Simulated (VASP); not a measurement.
# Nb2PtSe5 (C2/c) in VASP: single point with PBE

Aim: the single point of Nb2PtSe5 with PBE.

Program: VASP 6.6.1. These are calculated values, not measurements. Logs are shortened: lines on timing, memory, paths and dates and some standing lists are left out, and cuts for length are marked.

### 1 The cell of the first run

Symmetry: C2/c, No. 15, monoclinic system. The conventional cell has a = 3.511 Å, b = 14.177 Å, c = 16.051 Å, α = 90.00°, β = 90.79°, γ = 90.00°. Nb (site symmetry 1) has 6 Se at 2.55 to 2.74 Å and 2 Pt at 2.87 to 2.91 Å and 2 Nb at 3.51 Å within 3.6 Å. Pt (site symmetry 2) has 4 Se at 2.48 to 2.54 Å and 4 Nb at 2.87 to 2.91 Å within 3.3 Å. Se (site symmetry 1) has 1 Pt at 2.48 Å and 2 Nb at 2.55 to 2.67 Å within 3.3 Å. Se (site symmetry 2) has 2 Pt at 2.54 Å and 2 Nb at 2.69 Å and 6 Se at 3.51 to 3.71 Å within 3.8 Å. Within 4.1 Å of Se (site symmetry 1) lie 3 Nb at 2.59 to 2.74 Å and 11 Se at 3.50 to 4.05 Å and 1 Pt at 3.86 Å.

### 2 Single point, PBE

Input file INCAR:

```
PREC = Accurate
ENCUT = 520
EDIFF = 1E-6
ISMEAR = 0
SIGMA = 0.15
LREAL = Auto
LASPH = True
NELM = 60
ALGO = Normal
ISIF = 2
LWAVE = False
LCHARG = False
GGA = PE
NBANDS = 80
```

Input file KPOINTS:

```
Automatic mesh
0
Gamma
  4 4 1
```

Input file POSCAR:

```
Nb2PtSe5
1.0
    1.7553940658     -7.0884917771     -0.0032653447
    1.7553940658      7.0884917771     -0.0032653447
   -0.1914716568      0.0000000000     16.0498232980
Nb Pt Se
4 2 10
Direct
    0.8004535139      0.2353881507      0.8909030568
    0.7646118493      0.1995464861      0.6090969432
    0.1995464861      0.7646118493      0.1090969432
    0.2353881507      0.8004535139      0.3909030568
    0.3095978723      0.6904021277      0.7500000000
    0.6904021277      0.3095978723      0.2500000000
    0.4249732531      0.5910965113      0.6277018796
    0.4089034887      0.5750267469      0.8722981204
    0.6800017355      0.3199982645      0.7500000000
    0.1475853444      0.8312389157      0.9500282805
    0.1687610843      0.8524146556      0.5499717195
    0.5910965113      0.4249732531      0.1277018796
    0.5750267469      0.4089034887      0.3722981204
    0.3199982645      0.6800017355      0.2500000000
    0.8312389157      0.1475853444      0.4500282805
    0.8524146556      0.1687610843      0.0499717195
```

Potentials or basis: VASP PAW PBE potentials, release 64 (Nb_sv, Pt, Se).

On the command line:

```sh
cat potpaw_PBE.64/Nb_sv/POTCAR potpaw_PBE.64/Pt/POTCAR potpaw_PBE.64/Se/POTCAR > POTCAR
mpirun -np 1 vasp_std > vasp.out
```

OUTCAR:

```text
PREC = Accurate
   ENCUT = 520
   EDIFF = 1E-6
   ISMEAR = 0
   LREAL = Auto
   LASPH = True
   NELM = 60
   ISIF = 2
   GGA = PE

 ion  position               nearest neighbor table
   1  0.800  0.235  0.891-   8 2.55  10 2.59   8 2.67   9 2.69  16 2.69  10 2.74   5 2.87   5 2.91

   2  0.765  0.200  0.609-   7 2.55  11 2.59   7 2.67   9 2.69  15 2.69  11 2.74   5 2.87   5 2.91

   3  0.200  0.765  0.109-  12 2.55  16 2.59  12 2.67  14 2.69  10 2.69  16 2.74   6 2.87   6 2.91
[... 5 lines left out ...]
   6  0.690  0.310  0.250-  12 2.48  13 2.48  14 2.54  14 2.54   4 2.87   3 2.87   4 2.91   3 2.91

   7  0.425  0.591  0.628-   5 2.48   2 2.55   2 2.67
   8  0.409  0.575  0.872-   5 2.48   1 2.55   1 2.67
   9  0.680  0.320  0.750-   5 2.54   5 2.54   2 2.69   1 2.69
  10  0.148  0.831  0.950-   1 2.59   3 2.69   1 2.74
  11  0.169  0.852  0.550-   2 2.59   4 2.69   2 2.74
  12  0.591  0.425  0.128-   6 2.48   3 2.55   3 2.67
  13  0.575  0.409  0.372-   6 2.48   4 2.55   4 2.67
  14  0.320  0.680  0.250-   6 2.54   6 2.54   4 2.69   3 2.69
  15  0.831  0.148  0.450-   4 2.59   2 2.69   4 2.74
  16  0.852  0.169  0.050-   3 2.59   1 2.69   3 2.74

  LATTYP: Found a base centered monoclinic cell.
 ALAT       =     3.5107942057
 B/A-ratio  =     4.0381129521
 C/A-ratio  =     4.5718901277
 COS(beta)  =    -0.0137890021

  Lattice vectors:

 A1 = (   1.7553940658,  -7.0884917771,  -0.0032653447)
 A2 = (   1.7553940658,   7.0884917771,  -0.0032653447)
 A3 = (  -0.1914716568,   0.0000000000,  16.0498232980)

Analysis of symmetry for initial positions (statically):
=====================================================================
 Subroutine PRICEL returns:
 Original cell was already a primitive cell.

 Routine SETGRP: Setting up the symmetry group for a
 base centered monoclinic supercell.

 Subroutine GETGRP returns: Found  4 space group operations
 (whereof  2 operations were pure point group operations)
 out of a pool of  4 trial point group operations.

The static configuration has the point symmetry S_2 .
 The point group associated with its full space group is C_2h.

Analysis of symmetry for dynamics (positions and initial velocities):
=====================================================================
 Subroutine PRICEL returns:
 Original cell was already a primitive cell.

 Routine SETGRP: Setting up the symmetry group for a
 base centered monoclinic supercell.

 Subroutine GETGRP returns: Found  4 space group operations
 (whereof  2 operations were pure point group operations)
 out of a pool of  4 trial point group operations.

[... 118 lines left out ...]
   ISYM   =      2    0-nonsym 1-usesym 2-fastsym
   POTIM  = 0.5000    time-step for ionic-motion
   TEBEG  =    0.0;   TEEND  =   0.0 temperature during run
   PSTRESS=    0.0 pullay stress
   NELECT =     132.0000    total number of electrons
   NUPDOWN=      -1.0000    fix difference up-down
   EMIN   =  10.00;   EMAX   =-10.00  energy-range for DOS
   EFERMI =   0.00;   METHOD = LEGACY
   ISMEAR =     0;   SIGMA  =   0.15  broadening in eV -4-tet -1-fermi 0-gaus
   EFERMI_NEDOS =   21; number of points for ismear=-14 and -15
   IALGO  =     38    algorithm
   IMIX   =      4    mixing-type and parameters
     AMIX     =   0.40;   BMIX     =  1.00
     AMIX_MAG =   1.60;   BMIX_MAG =  1.00
  volume/ion in A,a.u.               =      24.96       168.46
  Fermi-wavevector in a.u.,A,eV,Ry     =   1.131861  2.138907 17.430552  1.281109
  Thomas-Fermi vector in A             =   2.268561
   LORBIT       =      0    0 simple, 1 ext, 2 COOP (PROOUT), +10 PAW based schemes
   GGA     = PE    functional components
   LHFCALC =     F    Hartree Fock is set to
   AEXX    =    0.0000 exact exchange contribution
   IVDW    =     0    specifies the selected vdW correction
   LEPSILON=     F    determine dielectric tensor
   LRPA    =     F    only Hartree local field effects (RPA)
 non-spin polarized calculation
 Gauss-broadening in eV      SIGMA  =   0.15
  energy-cutoff  :      520.00
  volume of cell :      399.41
 maximum number of plane-waves:     10813
   NGX = 27   NGY = 27   NGZ = 59

 number of electron     132.0000000 magnetization

 Free energy of the ion-electron system (eV)
  ---------------------------------------------------
  ext. energy  EPLUGINS =         0.00000000
  ---------------------------------------------------
  free energy    TOTEN  =       -99.25582903 eV

  energy without entropy =      -99.18494240  energy(sigma->0) =      -99.22038571

 E-fermi :   4.5748     XC(G=0):  -9.4709

 val. band max:        4.5697082482   @ k =   0.0000   0.0000   0.0000
 cond. band min:       4.5895277438   @ k =   0.0000   0.0000   0.0000
 fundamental gap:      0.0198194956
 Fermi energy:         4.5747546262

 k-point     1 :       0.0000    0.0000    0.0000
  band No.  band energies     occupation
      1     -51.1902      2.00000
      2     -51.1899      2.00000
      3     -51.1888      2.00000
      4     -51.1884      2.00000
      5     -27.3050      2.00000
      6     -27.2956      2.00000
[... 556 lines left out ...]
     77       6.3247      0.00000
     78       6.4651      0.00000
 [bands above 78 left out]

------------------------ aborting loop because EDIFF is reached ----------------------------------------

  FORCE on cell =-STRESS in cart. coord.  units (eV):
  Direction    XX          YY          ZZ          XY          YZ          ZX
  --------------------------------------------------------------------------------------
  -------------------------------------------------------------------------------------
  Total       -0.1397836      0.0644293     -0.2051919      0.0000000      0.0000000      0.2106786
  in kB       -0.5607221      0.2584489     -0.8230983      0.0000000      0.0000000      0.8451076
  external PRESSURE =      -0.3751238 kB  Pullay stress =       0.0000000 kB

 VOLUME and BASIS-vectors are now :
 -----------------------------------------------------------------------------
  energy-cutoff  :      520.00
  volume of cell :      399.41
      direct lattice vectors                 reciprocal lattice vectors
     1.755394066 -7.088491777 -0.003265345     0.284842649 -0.070536867  0.003398124
     1.755394066  7.088491777 -0.003265345     0.284842649  0.070536867  0.003398124
    -0.191471657  0.000000000 16.049823298     0.000115903  0.000000000  0.062307365

 POSITION                                       TOTAL-FORCE (eV/Angst)
 -----------------------------------------------------------------------------------
      1.64773     -4.00546     14.29545        -0.014297     -0.027650      0.028499
      1.57585     -4.00546      9.77275         0.014297     -0.027650     -0.028499
      1.67159      4.00546      1.74784         0.014297      0.027650     -0.028499
      1.74346      4.00546      6.27054        -0.014297      0.027650      0.028499
      1.61179      2.69933     12.03410         0.000000     -0.047602      0.000000
      1.70753     -2.69933      4.00919         0.000000      0.047602      0.000000
[... 8 lines left out ...]
      1.63205     -4.84607      7.21968        -0.009111      0.008499     -0.008912
      1.78300     -4.84607      0.79870         0.009111      0.008499      0.008912
 -----------------------------------------------------------------------------------
    total drift:                               -0.000000     -0.000000     -0.000000

  FREE ENERGIE OF THE ION-ELECTRON SYSTEM (eV)
  ---------------------------------------------------
  free  energy   TOTEN  =       -99.2558290263 eV

  energy  without entropy=      -99.1849423994  energy(sigma->0) =      -99.22038571
```

OSZICAR:

```text
N       E                     dE             d eps       ncg     rms          rms(c)
DAV:   1     0.117400971194E+04    0.11740E+04   -0.63643E+04  1184   0.151E+03
DAV:   2     0.120808846162E+02   -0.11619E+04   -0.11268E+04  1504   0.458E+02
DAV:   3    -0.968003860042E+02   -0.10888E+03   -0.10714E+03  1592   0.124E+02
DAV:   4    -0.105701339498E+03   -0.89010E+01   -0.88510E+01  1936   0.346E+01
DAV:   5    -0.106196453614E+03   -0.49511E+00   -0.49385E+00  1840   0.619E+00    0.241E+01
DAV:   6    -0.100872391868E+03    0.53241E+01   -0.42947E+01  1768   0.244E+01    0.131E+01
DAV:   7    -0.999121129078E+02    0.96028E+00   -0.15929E+01  1736   0.142E+01    0.932E+00
DAV:   8    -0.994922093309E+02    0.41990E+00   -0.42562E+00  1752   0.936E+00    0.381E+00
DAV:   9    -0.992592249189E+02    0.23298E+00   -0.12832E+00  1488   0.592E+00    0.197E+00
DAV:  10    -0.992574473599E+02    0.17776E-02   -0.16431E-01  1600   0.174E+00    0.687E-01
DAV:  11    -0.992549203895E+02    0.25270E-02   -0.30320E-02  1496   0.839E-01    0.324E-01
DAV:  12    -0.992557119286E+02   -0.79154E-03   -0.60755E-03  1760   0.310E-01    0.878E-02
DAV:  13    -0.992557645356E+02   -0.52607E-04   -0.64808E-04  1544   0.115E-01    0.357E-02
DAV:  14    -0.992558101010E+02   -0.45565E-04   -0.92890E-05  1440   0.413E-02    0.101E-02
DAV:  15    -0.992558222018E+02   -0.12101E-04   -0.22220E-05  1768   0.192E-02    0.683E-03
DAV:  16    -0.992558274261E+02   -0.52243E-05   -0.36223E-06  1112   0.652E-03    0.310E-03
DAV:  17    -0.992558290082E+02   -0.15821E-05   -0.20312E-06  1024   0.502E-03    0.103E-03
DAV:  18    -0.992558290263E+02   -0.18175E-07   -0.31309E-07   760   0.250E-03
   1 F= -.99255829E+02 E0= -.99220386E+02  d E =-.708866E-01
```

Run time: 9.3 min. Hardware: 1 thread of Intel Xeon 6975P-C (Granite Rapids), shared host; peak memory 0.77 GiB.

Results:

```
Free energy   : -99.2558 eV
Pressure      : 0.0 GPa
Largest force : 0.048 eV/Å
```

Forces in eV/Å, atoms in the order of the input:
```
Nb  -0.014 -0.028  0.028
Nb   0.014 -0.028 -0.028
Nb   0.014  0.028 -0.028
Nb  -0.014  0.028  0.028
Pt   0.000 -0.048  0.000
Pt   0.000  0.048  0.000
Se   0.003  0.043 -0.008
Se  -0.003  0.043  0.008
Se   0.000  0.039  0.000
Se  -0.009 -0.008 -0.009
Se   0.009 -0.008  0.009
Se   0.003 -0.043 -0.008
Se  -0.003 -0.043  0.008
Se   0.000 -0.039  0.000
Se  -0.009  0.008 -0.009
Se   0.009  0.008  0.009
```

Caveat: the k points lie up to 0.46 Å⁻¹ apart; spin-orbit coupling is left out, which moves the levels of the heavy elements.
